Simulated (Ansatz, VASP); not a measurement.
# Two plane-wave programs on GaN

```
Ga N
1.0
     0.00000    2.25350    2.25350
     2.25350    0.00000    2.25350
     2.25350    2.25350    0.00000
Ga N
1 1
Direct
  0.99039 0.99039 0.99039
  0.75000 0.75000 0.75000
```

Change from the starting cell: all Ga atoms moved +0.075 Å, as atom 1 towards its neighbour atom 2 (N) at 1.952 Å.

Alike in both runs: task single point; functional r2SCAN; k mesh 10 × 10 × 10; occupations gaussian, width 0.2 eV; no spin polarisation.

|  | VASP | Ansatz |
| --- | --- | --- |
| version | VASP 6.6.1 | Ansatz 0.2.0 |
| potentials or method | VASP PAW PBE potentials, release 64 (Ga_d, N), cutoff 520 eV | scalar-relativistic, plane waves, PAW |
| valence electrons in the cell | 18 | 18 |

```csv
,VASP,Ansatz,Ansatz less VASP
gap on the k mesh at the Fermi level (eV),2.04,2.04,+0.006
least direct gap on the mesh (eV),2.04,2.04,+0.006
pressure (GPa),0.5,-0.5,-1.00
"traceless stress, the component that is largest in VASP (GPa)",3.12,3.01,-0.113
rms of the force components (eV/Å),0.667,0.656,-0.0114
```

VASP's potentials were made for PBE, not for r2SCAN. Atom by atom the forces differ by 0.011 eV/Å (rms over components).
